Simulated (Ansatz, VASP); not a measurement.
# One calculation of Si2Mo, two programs

Contents of INCAR:

```
ALGO = Normal
EDIFF = 1E-6
ENCUT = 520
GGA = PE
ISIF = 2
ISMEAR = -1
LASPH = T
LCHARG = F
LREAL = F
LWAVE = F
NBANDS = 18
NELM = 100
PREC = Accurate
SIGMA = 0.08
```

The input KPOINTS:

```
k-points
0
Gamma
  9 9 7
```

File POSCAR:

```
Si2Mo
1.0
    4.2089319041      0.0000000000      0.0000000000
   -2.1044659521      3.6450419518      0.0000000000
    0.0000000000      0.0000000000      2.5704117809
Mo Si
1 2
Direct
    0.0000000000      0.0000000000      0.0000000000
    0.3333333333      0.6666666667      0.5000000000
    0.6666666667      0.3333333333      0.5000000000
```

Input for Ansatz:

```yaml
crystal:
  lattice:
    - [4.2089319041, 0.0, 0.0]
    - [-2.1044659521, 3.6450419518, 0.0]
    - [0.0, 0.0, 2.5704117809]
  atoms:
    - { symbol: Mo, position: [0.0, 0.0, 0.0] }
    - { symbol: Si, position: [0.3333333333, 0.6666666667, 0.5] }
    - { symbol: Si, position: [0.6666666667, 0.3333333333, 0.5] }
kpoints:
  mp_grid: { grid: [9, 9, 7] }
scf:
  occupations: { method: fermi_dirac, width: 0.08 }
hamiltonian:
  xc: pbe
  pseudopotentials: { kind: all_electron, lapw: { basis_error: 0.001 } }
output:
  forces: true
  stress: true
  eigenvalues: true
  populations: true
```

Change from the starting cell: volume scaled by 0.94, LAPW.

Alike in both runs: task single point; functional PBE; k mesh 9 × 9 × 7; occupations fermi-dirac, width 0.08 eV; no spin polarisation.

|  | VASP | Ansatz |
| --- | --- | --- |
| version | VASP 6.6.1 | Ansatz 0.2.0 |
| potentials or method | VASP PAW PBE potentials, release 64 (Mo_sv, Si), cutoff 520 eV | all-electron LAPW, scalar-relativistic |

VASP gave:

```
pressure (GPa)                                                : 12.3
traceless stress, the component that is largest in VASP (GPa) : 0.10
```

What did Ansatz give for the same quantities?

Pressure (GPa): 12.2; traceless stress, the component that is largest in VASP (GPa): -0.02.

Ansatz ran all-electron here, and VASP with PAW potentials.
